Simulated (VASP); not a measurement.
# K3OF (Pm-3m) in VASP: further runs

K3OF is run at these levels: r2SCAN; tasks: single point.

All numbers are computed with VASP 6.6.1; they aren't measurements. Logs are shortened: lines on timing, memory, paths and dates and some standing lists are left out, and cuts for length are marked.

**1. The cell of the first run**

The structure is cubic, space group Pm-3m (No. 221). The conventional cell has a = 4.953 Å, b = 4.953 Å, c = 4.953 Å, α = 90.00°, β = 90.00°, γ = 90.00°. F (site symmetry m-3m) has 12 K at 3.50 Å and 8 O at 4.29 Å within 4.6 Å. O (site symmetry m-3m) has 6 K at 2.48 Å within 3.3 Å. K (site symmetry 4/mmm) has 2 O at 2.48 Å within 3.3 Å.

**2. Single point, r2SCAN (volume changed by -6%)**

File POSCAR:

```
K3OF
1.0
    4.9534749964      0.0000000000      0.0000000000
    0.0000000000      4.9534749964      0.0000000000
    0.0000000000      0.0000000000      4.9534749964
F O K
1 1 3
Direct
    0.0000000000      0.0000000000      0.0000000000
    0.5000000000      0.5000000000      0.5000000000
    0.5000000000      0.5000000000      0.0000000000
    0.5000000000      0.0000000000      0.5000000000
    0.0000000000      0.5000000000      0.5000000000
```

File INCAR.step1:

```
SYSTEM = K3OF
ALGO = Normal ; EDIFF = 1E-4
ENCUT = 520 ; GGA = PE
ISMEAR = 0 ; LASPH = .TRUE.
LCHARG = .FALSE. ; LREAL = .FALSE.
LWAVE = .TRUE. ; NBANDS = 28
NELM = 60 ; PREC = Accurate
SIGMA = 0.01
```

File INCAR.step2:

```
SYSTEM = K3OF
ALGO = Normal ; EDIFF = 1E-6
ENCUT = 520 ; ISIF = 2
ISMEAR = 0 ; ISTART = 1
LASPH = .TRUE. ; LCHARG = .FALSE.
LMIXTAU = .TRUE. ; LREAL = .FALSE.
LWAVE = .FALSE. ; METAGGA = R2SCAN
NBANDS = 28 ; NELM = 60
PREC = Accurate ; SIGMA = 0.01
```

File KPOINTS:

```
k-points
0
G
  4 4 4
  0 0 0
```

Potentials or basis: VASP PAW PBE potentials, release 64 (F, O, K_sv).

The run is started by

```console
$ cat potpaw_PBE.64/F/POTCAR potpaw_PBE.64/O/POTCAR potpaw_PBE.64/K_sv/POTCAR > POTCAR
$ cp INCAR.step1 INCAR
$ mpirun -np 1 vasp_std > vasp.out
$ cp INCAR.step2 INCAR
$ mpirun -np 1 vasp_std > vasp.out
```

OUTCAR:

```text
SYSTEM = K3OF
   EDIFF = 1E-6
   ENCUT = 520
   ISIF = 2
   ISMEAR = 0
   ISTART = 1
   LASPH = .TRUE.
   LREAL = .FALSE.
   METAGGA = R2SCAN
   NELM = 60
   PREC = Accurate

 ion  position               nearest neighbor table
   1  0.000  0.000  0.000-
   2  0.500  0.500  0.500-   3 2.48   4 2.48   5 2.48   3 2.48   4 2.48   5 2.48
   3  0.500  0.500  0.000-   2 2.48   2 2.48   5 3.50   4 3.50   4 3.50   5 3.50   4 3.50   4 3.50
                             5 3.50   5 3.50
   4  0.500  0.000  0.500-   2 2.48   2 2.48   5 3.50   3 3.50   3 3.50   3 3.50   5 3.50   3 3.50
                             5 3.50   5 3.50
   5  0.000  0.500  0.500-   2 2.48   2 2.48   4 3.50   3 3.50   4 3.50   3 3.50   3 3.50   4 3.50
                             3 3.50   4 3.50

  LATTYP: Found a simple cubic cell.
 ALAT       =     4.9534749964

  Lattice vectors:

 A1 = (   4.9534749964,   0.0000000000,   0.0000000000)
 A2 = (   0.0000000000,   4.9534749964,   0.0000000000)
 A3 = (   0.0000000000,   0.0000000000,   4.9534749964)

Analysis of symmetry for initial positions (statically):
=====================================================================
 Subroutine PRICEL returns:
 Original cell was already a primitive cell.

 Routine SETGRP: Setting up the symmetry group for a
 simple cubic supercell.

 Subroutine GETGRP returns: Found 48 space group operations
 (whereof 48 operations were pure point group operations)
 out of a pool of 48 trial point group operations.

The static configuration has the point symmetry O_h .

Analysis of symmetry for dynamics (positions and initial velocities):
=====================================================================
 Subroutine PRICEL returns:
 Original cell was already a primitive cell.

 Routine SETGRP: Setting up the symmetry group for a
 simple cubic supercell.

 Subroutine GETGRP returns: Found 48 space group operations
 (whereof 48 operations were pure point group operations)
 out of a pool of 48 trial point group operations.

The dynamic configuration has the point symmetry O_h .

 Subroutine INISYM returns: Found 48 space group operations
 (whereof 48 operations are pure point group operations),
 and found     1 'primitive' translations

----------------------------------------------------------------------------------------

                                     Primitive cell

  volume of cell :     121.5430

  direct lattice vectors                    reciprocal lattice vectors
     4.953474996  0.000000000  0.000000000     0.201878479  0.000000000  0.000000000
     0.000000000  4.953474996  0.000000000     0.000000000  0.201878479  0.000000000
     0.000000000  0.000000000  4.953474996     0.000000000  0.000000000  0.201878479

  length of vectors
     4.953474996  4.953474996  4.953474996     0.201878479  0.201878479  0.201878479

  position of ions in fractional coordinates (direct lattice)
     0.000000000  0.000000000  0.000000000
     0.500000000  0.500000000  0.500000000
     0.500000000  0.500000000  0.000000000
     0.500000000  0.000000000  0.500000000
     0.000000000  0.500000000  0.500000000

  ion indices of the primitive-cell ions
   primitive index   ion index
                 1           1
                 2           2
                 3           3
                 4           4
                 5           5

----------------------------------------------------------------------------------------

 KPOINTS: k-points

Automatic generation of k-mesh.
 Grid dimensions read from file:
 generate k-points for:    4    4    4

 Generating k-lattice:

  Cartesian coordinates                     Fractional coordinates (reciprocal lattice)
     0.050469620  0.000000000  0.000000000     0.250000000  0.000000000  0.000000000
     0.000000000  0.050469620  0.000000000     0.000000000  0.250000000  0.000000000
     0.000000000  0.000000000  0.050469620     0.000000000  0.000000000  0.250000000

  Length of vectors
     0.050469620  0.050469620  0.050469620

  Shift w.r.t. Gamma in fractional coordinates (k-lattice)
     0.000000000  0.000000000  0.000000000

 Subroutine IBZKPT returns following result:
 ===========================================

 Found     10 irreducible k-points:

 Following reciprocal coordinates:
            Coordinates               Weight
  0.000000  0.000000  0.000000      1.000000
  0.250000  0.000000  0.000000      6.000000
  0.500000  0.000000  0.000000      3.000000
  0.250000  0.250000  0.000000     12.000000
  0.500000  0.250000  0.000000     12.000000
  0.500000  0.500000  0.000000      3.000000
  0.250000  0.250000  0.250000      8.000000
  0.500000  0.250000  0.250000     12.000000
  0.500000  0.500000  0.250000      6.000000
  0.500000  0.500000  0.500000      1.000000
   k-points           NKPTS =     10   k-points in BZ     NKDIM =     10   number of bands    NBANDS=     28
   number of dos      NEDOS =    301   number of ions     NIONS =      5
   total plane-waves  NPLWV =  64000
   dimension x,y,z NGX =    40 NGY =   40 NGZ =   40
   dimension x,y,z NGXF=    80 NGYF=   80 NGZF=   80
   ions per type =               1   1   3
   NGX,Y,Z   is equivalent  to a cutoff of  13.42, 13.42, 13.42 a.u.
   NGXF,Y,Z  is equivalent  to a cutoff of  26.85, 26.85, 26.85 a.u.
 SYSTEM =  K3OF
   PREC   = accura    normal or accurate (medium, high low for compatibility)
   ISTART =      1    job   : 0-new  1-cont  2-samecut
   ICHARG =      0    charge: 1-file 2-atom 10-const
   ISPIN  =      1    spin polarized calculation?
   LNONCOLLINEAR =      F non collinear calculations
   LSORBIT =      F    spin-orbit coupling
   LASPH  =      T    aspherical Exc in radial PAW
   ENCUT  =  520.0 eV  38.22 Ry    6.18 a.u.   9.21  9.21  9.21*2*pi/ulx,y,z
   NELM   =     60;   NELMIN=  2; NELMDL=  0     # of ELM steps
   EDIFF  = 0.1E-05   stopping-criterion for ELM
   LREAL  =      F    real-space projection
   EDIFFG = 0.1E-04   stopping-criterion for IOM
   NSW    =      0    number of steps for IOM
   IBRION =     -1    ionic relax: 0-MD 1-quasi-New 2-CG
   NFREE  =      0    steps in history (QN), initial steepest desc. (CG)
   ISIF   =      2    stress and relaxation
   ISYM   =      2    0-nonsym 1-usesym 2-fastsym
   POTIM  = 0.5000    time-step for ionic-motion
   TEBEG  =    0.0;   TEEND  =   0.0 temperature during run
   PSTRESS=    0.0 pullay stress
   NELECT =      40.0000    total number of electrons
   NUPDOWN=      -1.0000    fix difference up-down
   EMIN   =  10.00;   EMAX   =-10.00  energy-range for DOS
   EFERMI =   0.00;   METHOD = LEGACY
   ISMEAR =     0;   SIGMA  =   0.01  broadening in eV -4-tet -1-fermi 0-gaus
   EFERMI_NEDOS =   21; number of points for ismear=-14 and -15
   IALGO  =     38    algorithm
   IMIX   =      4    mixing-type and parameters
     AMIX     =   0.40;   BMIX     =  1.00
     AMIX_MAG =   1.60;   BMIX_MAG =  1.00
  volume/ion in A,a.u.               =      24.31       164.04
  Fermi-wavevector in a.u.,A,eV,Ry     =   1.130277  2.135914 17.381795  1.277526
  Thomas-Fermi vector in A             =   2.266973
   LORBIT       =      0    0 simple, 1 ext, 2 COOP (PROOUT), +10 PAW based schemes
   METAGGA = R2SCAN    functional components
   LHFCALC =     F    Hartree Fock is set to
   AEXX    =    0.0000 exact exchange contribution
   IVDW    =     0    specifies the selected vdW correction
   LEPSILON=     F    determine dielectric tensor
   LRPA    =     F    only Hartree local field effects (RPA)
 non-spin polarized calculation
 Gauss-broadening in eV      SIGMA  =   0.01
  energy-cutoff  :      520.00
  volume of cell :      121.54
 maximum number of plane-waves:      3328
 NGX is ok and might be reduce to    40
   NGX = 19   NGY = 19   NGZ = 19

 number of electron      39.9999989 magnetization

 Free energy of the ion-electron system (eV)
  ---------------------------------------------------
  ext. energy  EPLUGINS =         0.00000000
  ---------------------------------------------------
  free energy    TOTEN  =       -35.21830117 eV

  energy without entropy =      -35.21830117  energy(sigma->0) =      -35.21830117

 E-fermi :   0.4641     XC(G=0):  -7.9843

 val. band max:        0.3484720668   @ k =   0.0000   0.0000   0.0000
 cond. band min:       1.5778172263   @ k =   0.0000   0.0000   0.0000
 fundamental gap:      1.2293451595
 Fermi energy:         0.4640625001

 k-point     1 :       0.0000    0.0000    0.0000
  band No.  band energies     occupation
      1     -31.1070      2.00000
      2     -30.9440      2.00000
      3     -30.9440      2.00000
      4     -22.7913      2.00000
      5     -15.5407      2.00000
      6     -14.1553      2.00000
[... 20 lines left out ...]
     27       8.9817      0.00000
     28       9.0130      0.00000

 k-point     2 :       0.2500    0.0000    0.0000
  band No.  band energies     occupation
      1     -31.0859      2.00000
      2     -30.9638      2.00000
      3     -30.9438      2.00000
      4     -22.7917      2.00000
      5     -15.8036      2.00000
      6     -14.1045      2.00000
[... 20 lines left out ...]
     27       7.8803      0.00000
     28       8.4849      0.00000

 k-point     3 :       0.5000    0.0000    0.0000
  band No.  band energies     occupation
      1     -31.0527      2.00000
      2     -30.9957      2.00000
      3     -30.9435      2.00000
      4     -22.7922      2.00000
      5     -16.0030      2.00000
      6     -14.0284      2.00000
[... 20 lines left out ...]
     27       7.2775      0.00000
     28       7.8221      0.00000

 k-point     4 :       0.2500    0.2500    0.0000
  band No.  band energies     occupation
      1     -31.0670      2.00000
      2     -30.9696      2.00000
      3     -30.9550      2.00000
      4     -22.7920      2.00000
      5     -16.0277      2.00000
      6     -14.0905      2.00000
[... 20 lines left out ...]
     27       7.7266      0.00000
     28       7.8044      0.00000

 k-point     5 :       0.5000    0.2500    0.0000
  band No.  band energies     occupation
      1     -31.0359      2.00000
      2     -30.9952      2.00000
      3     -30.9586      2.00000
      4     -22.7924      2.00000
      5     -16.2078      2.00000
      6     -14.1239      2.00000
[... 20 lines left out ...]
     27       7.1655      0.00000
     28       7.3566      0.00000

 k-point     6 :       0.5000    0.5000    0.0000
  band No.  band energies     occupation
      1     -30.9979      2.00000
      2     -30.9948      2.00000
      3     -30.9948      2.00000
      4     -22.7920      2.00000
      5     -16.3771      2.00000
      6     -14.1982      2.00000
[... 20 lines left out ...]
     27       7.0593      0.00000
     28       7.1570      0.00000

 k-point     7 :       0.2500    0.2500    0.2500
  band No.  band energies     occupation
      1     -31.0510      2.00000
      2     -30.9692      2.00000
      3     -30.9692      2.00000
      4     -22.7919      2.00000
      5     -16.2275      2.00000
      6     -14.1035      2.00000
[... 20 lines left out ...]
     27       7.4345      0.00000
     28       7.6204      0.00000

 k-point     8 :       0.5000    0.2500    0.2500
  band No.  band energies     occupation
      1     -31.0236      2.00000
      2     -30.9949      2.00000
      3     -30.9689      2.00000
      4     -22.7917      2.00000
      5     -16.3938      2.00000
      6     -14.1357      2.00000
[... 20 lines left out ...]
     27       7.0985      0.00000
     28       7.2221      0.00000

 k-point     9 :       0.5000    0.5000    0.2500
  band No.  band energies     occupation
      1     -30.9960      2.00000
      2     -30.9945      2.00000
      3     -30.9945      2.00000
      4     -22.7911      2.00000
      5     -16.5519      2.00000
      6     -14.2014      2.00000
[... 20 lines left out ...]
     27       6.7543      0.00000
     28       7.4919      0.00000

 k-point    10 :       0.5000    0.5000    0.5000
  band No.  band energies     occupation
      1     -30.9941      2.00000
      2     -30.9941      2.00000
      3     -30.9941      2.00000
      4     -22.7907      2.00000
      5     -16.7032      2.00000
      6     -14.2047      2.00000
[... 20 lines left out ...]
     27       6.3590      0.00000
     28       7.6009      0.00000

------------------------ aborting loop because EDIFF is reached ----------------------------------------

  FORCE on cell =-STRESS in cart. coord.  units (eV):
  Direction    XX          YY          ZZ          XY          YZ          ZX
  --------------------------------------------------------------------------------------
  -------------------------------------------------------------------------------------
  Total        1.3206713      1.3206713      1.3206713      0.0000000     -0.0000000      0.0000000
  in kB       17.4090631     17.4090631     17.4090631      0.0000000     -0.0000000      0.0000000
  external PRESSURE =      17.4090631 kB  Pullay stress =       0.0000000 kB

 VOLUME and BASIS-vectors are now :
 -----------------------------------------------------------------------------
  energy-cutoff  :      520.00
  volume of cell :      121.54
      direct lattice vectors                 reciprocal lattice vectors
     4.953474996  0.000000000  0.000000000     0.201878479  0.000000000  0.000000000
     0.000000000  4.953474996  0.000000000     0.000000000  0.201878479  0.000000000
     0.000000000  0.000000000  4.953474996     0.000000000  0.000000000  0.201878479

 POSITION                                       TOTAL-FORCE (eV/Angst)
 -----------------------------------------------------------------------------------
      0.00000      0.00000      0.00000         0.000000      0.000000      0.000000
      2.47674      2.47674      2.47674         0.000000      0.000000      0.000000
      2.47674      2.47674      0.00000         0.000000      0.000000      0.000000
      2.47674      0.00000      2.47674         0.000000      0.000000      0.000000
      0.00000      2.47674      2.47674         0.000000      0.000000      0.000000
 -----------------------------------------------------------------------------------
    total drift:                                0.000000      0.000000     -0.000000

  FREE ENERGIE OF THE ION-ELECTRON SYSTEM (eV)
  ---------------------------------------------------
  free  energy   TOTEN  =       -35.2183011737 eV

  energy  without entropy=      -35.2183011737  energy(sigma->0) =      -35.21830117
```

Run time: 89 s. Hardware: 1 thread of Intel Xeon 6975P-C (Granite Rapids), shared host; peak memory 0.27 GiB.

Results:

| Property | Result |
| --- | --- |
| Free energy | -35.2183 eV |
| Pressure | 1.7 GPa |
| Band gap on the k mesh | 1.23 eV, direct |

Caveat: the cell differs from its parent crystal (volume changed by -6%); the PAW data sets were made with another functional, which shifts forces and pressure a little.

**3. Single point, r2SCAN (volume changed by -3%)**

POSCAR: that of step 2 with these lines changed.

```diff
@@ -2,5 +2,5 @@
 1.0
-    4.9534749964      0.0000000000      0.0000000000
-    0.0000000000      4.9534749964      0.0000000000
-    0.0000000000      0.0000000000      4.9534749964
+    5.0056206705      0.0000000000      0.0000000000
+    0.0000000000      5.0056206705      0.0000000000
+    0.0000000000      0.0000000000      5.0056206705
 F O K
```

File INCAR.step1:

```
PREC = Accurate
ENCUT = 520
ISMEAR = 0
SIGMA = 0.01
LREAL = F
LASPH = T
NELM = 80
NBANDS = 28
GGA = PE
ALGO = Normal
EDIFF = 1E-4
LWAVE = T
LCHARG = F
```

File INCAR.step2:

```
PREC = Accurate
ENCUT = 520
EDIFF = 1E-7
ISMEAR = 0
SIGMA = 0.01
LREAL = F
LASPH = T
NELM = 80
ALGO = Normal
ISIF = 2
LWAVE = F
LCHARG = F
METAGGA = R2SCAN
LMIXTAU = T
NBANDS = 28
ISTART = 1
```

File KPOINTS:

```
Automatic mesh
0
Gamma
  4 4 4
```

Potentials or basis: VASP PAW PBE potentials, release 64 (F, O, K_sv).

The run is started by

```console
$ cat potpaw_PBE.64/F/POTCAR potpaw_PBE.64/O/POTCAR potpaw_PBE.64/K_sv/POTCAR > POTCAR
$ cp INCAR.step1 INCAR
$ mpirun -np 1 vasp_std > vasp.out
$ cp INCAR.step2 INCAR
$ mpirun -np 1 vasp_std > vasp.out
```

It took 87 s on 1 thread of Intel Xeon 6975P-C (Granite Rapids), shared host; peak memory 0.27 GiB.

Results (log left out):

```
Free energy            : -35.2523 eV
Pressure               : 0.8 GPa
Band gap on the k mesh : 1.23 eV, direct
```

Levels at points of the mesh, in eV from the valence-band top:
```tsv
k point	band 18	band 19	band 20	band 21	band 22	band 23
(0.00, 0.00, 0.00)	0.00	0.00	0.00	1.23	4.06	4.06
(0.50, 0.00, 0.00)	-0.97	-0.12	-0.12	2.99	3.28	5.23
(0.50, 0.50, 0.00)	-1.07	-1.07	-0.24	4.23	4.46	4.46
(0.50, 0.50, 0.50)	-1.21	-1.21	-1.21	4.07	5.46	5.46
```

Caveat: the cell differs from its parent crystal (volume changed by -3%); the PAW data sets were made with another functional, which shifts forces and pressure a little.

**4. Single point, r2SCAN**

This run uses another cell than the first one, of 25.86 Å³/atom, 1.064 times its volume.

POSCAR: that of step 3 with these lines changed.

```diff
@@ -2,5 +2,5 @@
 1.0
-    5.0056206705      0.0000000000      0.0000000000
-    0.0000000000      5.0056206705      0.0000000000
-    0.0000000000      0.0000000000      5.0056206705
+    5.0567019604      0.0000000000      0.0000000000
+    0.0000000000      5.0567019604      0.0000000000
+    0.0000000000      0.0000000000      5.0567019604
 F O K
```

File INCAR.step1:

```
SYSTEM = K3OF
PREC     = Accurate       ! precision mode
ENCUT    = 520            ! plane-wave cutoff, eV
ISMEAR   = 0              ! smearing method
SIGMA    = 0.01           ! smearing width, eV
LREAL    = .FALSE.        ! projectors in reciprocal space
LASPH    = .TRUE.         ! aspherical terms in the spheres
NELM     = 100            ! most SCF steps
NBANDS   = 28             ! bands
GGA      = PE             ! functional
ALGO     = Normal         ! electronic algorithm
EDIFF    = 1E-4           ! SCF threshold, eV
LWAVE    = .TRUE.         ! write WAVECAR
LCHARG   = .FALSE.        ! write CHGCAR
```

File INCAR.step2:

```
SYSTEM = K3OF
PREC     = Accurate       ! precision mode
ENCUT    = 520            ! plane-wave cutoff, eV
EDIFF    = 1E-7           ! SCF threshold, eV
ISMEAR   = 0              ! smearing method
SIGMA    = 0.01           ! smearing width, eV
LREAL    = .FALSE.        ! projectors in reciprocal space
LASPH    = .TRUE.         ! aspherical terms in the spheres
NELM     = 100            ! most SCF steps
ALGO     = Normal         ! electronic algorithm
ISIF     = 2              ! what is computed and relaxed
LWAVE    = .FALSE.        ! write WAVECAR
LCHARG   = .FALSE.        ! write CHGCAR
METAGGA  = R2SCAN         ! meta-GGA
LMIXTAU  = .TRUE.       
NBANDS   = 28             ! bands
ISTART   = 1
```

File KPOINTS:

```
Automatic mesh
0
G
  4 4 4
  0 0 0
```

The run is started by

```console
$ cat potpaw_PBE.64/F/POTCAR potpaw_PBE.64/O/POTCAR potpaw_PBE.64/K_sv/POTCAR > POTCAR
$ cp INCAR.step1 INCAR
$ mpirun -np 1 vasp_std > vasp.out
$ cp INCAR.step2 INCAR
$ mpirun -np 1 vasp_std > vasp.out
```

Run time: 96 s. Hardware: 1 thread of Intel Xeon 6975P-C (Granite Rapids), shared host; peak memory 0.26 GiB.

Results (log left out):

| Property | Result |
| --- | --- |
| Free energy | -35.2662 eV |
| Pressure | 0.1 GPa |
| Band gap on the k mesh | 1.24 eV, direct |

Levels at points of the mesh, in eV from the valence-band top:
| k point | band 16 | band 17 | band 18 | band 19 | band 20 | band 21 | band 22 | band 23 | band 24 | band 25 |
| --- | --- | --- | --- | --- | --- | --- | --- | --- | --- | --- |
| (0.00, 0.00, 0.00) | -3.40 | -3.40 | 0.00 | 0.00 | 0.00 | 1.24 | 4.08 | 4.08 | 5.33 | 5.33 |
| (0.50, 0.00, 0.00) | -3.42 | -3.42 | -0.91 | -0.11 | -0.11 | 2.96 | 3.25 | 5.22 | 5.84 | 5.96 |
| (0.50, 0.50, 0.00) | -3.49 | -3.43 | -1.00 | -1.00 | -0.22 | 4.18 | 4.41 | 4.41 | 5.93 | 6.23 |
| (0.50, 0.50, 0.50) | -3.44 | -3.44 | -1.14 | -1.14 | -1.14 | 4.10 | 5.42 | 5.42 | 5.42 | 5.79 |

Caveat: the PAW data sets were made with another functional, which shifts forces and pressure a little. r2SCAN opens gaps a little over a GGA but as a rule still falls short of measured ones.

(Continued in part 2 of 2.)
